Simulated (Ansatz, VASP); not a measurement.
# Rb: VASP beside Ansatz

```
Rb
1.0
    -2.84747    2.84747    2.65015
     2.84747   -2.84747    2.65015
     2.84747    2.84747   -2.65015
Rb
1
Direct
  0.00000 0.00000 0.00000
```

Alike in both runs: task relaxation of cell and atoms; functional PBE; dispersion D3(BJ); k mesh 12 × 12 × 12; occupations gaussian, width 0.1 eV; no spin polarisation.

```csv
,VASP,Ansatz
version,VASP 6.6.1,Ansatz 0.2.0
potentials or method,"VASP PAW PBE potentials, release 64 (Rb_sv), cutoff 600 eV","scalar-relativistic, plane waves, PAW"
valence electrons in the cell,9,9
```

```tsv
	VASP	Ansatz	Ansatz less VASP
gap on the k mesh at the Fermi level, each at its own relaxed structure (eV)	none	none	-
relaxed volume (Å³/atom)	85.78	85.95	+0.175
relaxed cell length with the largest relative difference (Å)	4.813	4.821	+0.0079
```

A gap of «none» marks a metal or a gap that the smearing closes.
